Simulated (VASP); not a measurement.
SiC, 12 atoms in the cell. Symmetry: P3m1, No. 156, trigonal system. The conventional cell has a = 3.172 Å, b = 3.172 Å, c = 15.566 Å, α = 90.00°, β = 90.00°, γ = 120.00°. Within 2.6 Å of Si (site symmetry 3m) lie 4 C at 1.96 to 2.01 Å. Within 2.5 Å of Si (site symmetry 3m) lie 4 C at 1.89 to 1.93 Å. Within 2.5 Å of Si (site symmetry 3m) lie 4 C at 1.89 to 1.92 Å. Si (site symmetry 3m) has 4 C at 1.96 to 2.00 Å within 2.6 Å. Si (site symmetry 3m) has 4 C at 1.89 to 1.92 Å within 2.5 Å. Si (site symmetry 3m) has 4 C at 1.96 to 2.00 Å within 2.6 Å. C (site symmetry 3m) has 4 Si at 1.92 to 2.01 Å within 2.5 Å. Within 2.5 Å of C (site symmetry 3m) lie 4 Si at 1.89 to 1.96 Å.  This cell differs from its parent crystal: atoms displaced along a vibrational mode, the cell strained.

```yaml
Program: VASP 6.6.1
Task: single point
Functional: PBE
Potentials_or_basis: VASP PAW PBE potentials, release 64 (Si, C)
Cutoff: 520 eV
k_mesh: 12 × 12 × 2
Occupations: gaussian, width 0.05 eV
Spin: no spin polarisation
Dipole_correction: no
Further_INCAR_settings: ALGO = Normal; EDIFF = 1e-06; NBANDS = 36
```

Potentials or basis: VASP PAW PBE potentials, release 64 (Si, C).

Command:

```console
$ cat potpaw_PBE.64/Si/POTCAR potpaw_PBE.64/C/POTCAR > POTCAR
$ mpirun -np 1 vasp_std > vasp.out
```

Hardware: 1 thread of Intel(R) Xeon(R) Platinum 8559C (Emerald Rapids), with other jobs on the host.

How long does it take, and how much memory?

Wall time 2.1 min on 1 thread of Intel(R) Xeon(R) Platinum 8559C (Emerald Rapids), with other jobs on the host, peak memory 0.31 GiB. Counts: scf iterations 14, k points 38.
